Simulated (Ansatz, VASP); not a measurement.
# CsRe in VASP and in Ansatz

The input INCAR:

```
SYSTEM = CsRe
PREC     = Accurate       ! precision mode
ENCUT    = 520            ! plane-wave cutoff, eV
EDIFF    = 1E-6           ! SCF threshold, eV
ISMEAR   = -1             ! smearing method
SIGMA    = 0.05           ! smearing width, eV
LREAL    = .FALSE.        ! projectors in reciprocal space
LASPH    = .TRUE.         ! aspherical terms in the spheres
NELM     = 60             ! most SCF steps
ALGO     = Normal         ! electronic algorithm
ISIF     = 2              ! what is computed and relaxed
LWAVE    = .FALSE.        ! write WAVECAR
LCHARG   = .TRUE.         ! write CHGCAR
GGA      = PE             ! functional
LELF     = .TRUE.         ! ELF
LVHAR    = .TRUE.       
NBANDS   = 15             ! bands
```

The input KPOINTS:

```
regular mesh
0
G
  8 8 5
  0 0 0
```

Contents of POSCAR:

```
CsRe
1.0
    3.6893539700      0.0000000000      0.0000000000
   -1.8446769800      3.1950742600      0.0000000000
    0.0000000000      0.0000000000      5.6314427200
Cs Re
1 1
Direct
    0.0000000000      0.0000000000      0.5000000000
    0.0000000000      0.0000000000      0.0000000000
```

The input input.yaml:

```yaml
crystal:
  lattice:
    - [3.68935397, 0.0, 0.0]
    - [-1.84467698, 3.19507426, 0.0]
    - [0.0, 0.0, 5.63144272]
  atoms:
    - { symbol: Cs, position: [0.0, 0.0, 0.5] }
    - { symbol: Re, position: [0.0, 0.0, 0.0] }
kpoints:
  mp_grid: { grid: [8, 8, 5] }
scf:
  occupations: { method: fermi_dirac, width: 0.05 }
hamiltonian:
  xc: pbe
  pseudopotentials: { kind: all_electron, lapw: { basis_error: 0.0005 } }
output:
  forces: true
  stress: true
  eigenvalues: true
```

Alike in both runs: task single point; functional PBE; k mesh 8 × 8 × 5; occupations fermi-dirac, width 0.05 eV; no spin polarisation.

|  | VASP | Ansatz |
| --- | --- | --- |
| version | VASP 6.6.1 | Ansatz 0.2.0 |
| potentials or method | VASP PAW PBE potentials, release 64 (Cs_sv, Re), cutoff 520 eV | all-electron LAPW, scalar-relativistic |

|  | VASP | Ansatz | Ansatz less VASP |
| --- | --- | --- | --- |
| gap on the k mesh at the Fermi level (eV) | none | none | - |
| pressure (GPa) | -6.9 | -7.4 | -0.55 |
| traceless stress, the component that is largest in VASP (GPa) | 11.51 | 10.94 | -0.567 |

A gap of «none» marks a metal or a gap that the smearing closes. Ansatz ran all-electron here, and VASP with PAW potentials.

Neither program's run includes spin-orbit coupling.
